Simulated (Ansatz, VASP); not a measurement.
One calculation of Be, two programs

Contents of INCAR:

```
SYSTEM = Be
PREC = Accurate
ENCUT = 520
EDIFF = 1E-7
ISMEAR = -1
SIGMA = 0.1
LREAL = .False.
LASPH = .True.
NELM = 60
ALGO = Normal
ISIF = 2
LWAVE = .False.
LCHARG = .False.
GGA = RE
NBANDS = 7
```

The input KPOINTS:

```
Automatic mesh
0
Gamma
  16 16 16
  0 0 0
```

Contents of POSCAR:

```
Be
1.0
    2.1890834498      0.0000000000      0.0000000000
    0.0000000000      2.1890834498      0.0000000000
    0.0000000000      0.0000000000      2.1890834498
Be
1
Direct
    0.0000000000      0.0000000000      0.0000000000
```

Input for Ansatz:

```yaml
crystal:
  lattice:
    - [2.1890834498, 0.0, 0.0]
    - [0.0, 2.1890834498, 0.0]
    - [0.0, 0.0, 2.1890834498]
  atoms:
    - { symbol: Be, position: [0.0, 0.0, 0.0] }
hamiltonian:
  xc: revpbe
  pseudopotentials:
    kind: paw
    azcp:
      Be: "pseudopotentials/Be.paw.azcp"
basis:
  ecutwfc: 420
  fft_grid_basis: typed
kpoints:
  mp_grid: { grid: [16, 16, 16], shift: [0, 0, 0] }
magnetization:
  spin_polarized: false
scf:
  occupations: { method: fermi_dirac, width: 0.1 }
  lower_state_search: "off"
output:
  stress: true
  write_density: true
  write_potential: true
  elf: true
  volumetric_format: npy
```

Alike in both runs: task single point; functional revPBE; k mesh 16 × 16 × 16; occupations fermi-dirac, width 0.1 eV; no spin polarisation.

```csv
,VASP,Ansatz
version,VASP 6.6.1,Ansatz 0.2.0
potentials or method,"VASP PAW PBE potentials, release 64 (Be), cutoff 520 eV","plane waves (420 eV) with PAW, scalar-relativistic"
valence electrons in the cell,2,2
```

|  | VASP | Ansatz | Ansatz less VASP |
| --- | --- | --- | --- |
| pressure (GPa) | 0.1 | 0.1 | +0.01 |

VASP's potentials were made for PBE, not for revPBE. The functional is the same, so the differences come from potentials, cutoffs and numerics.
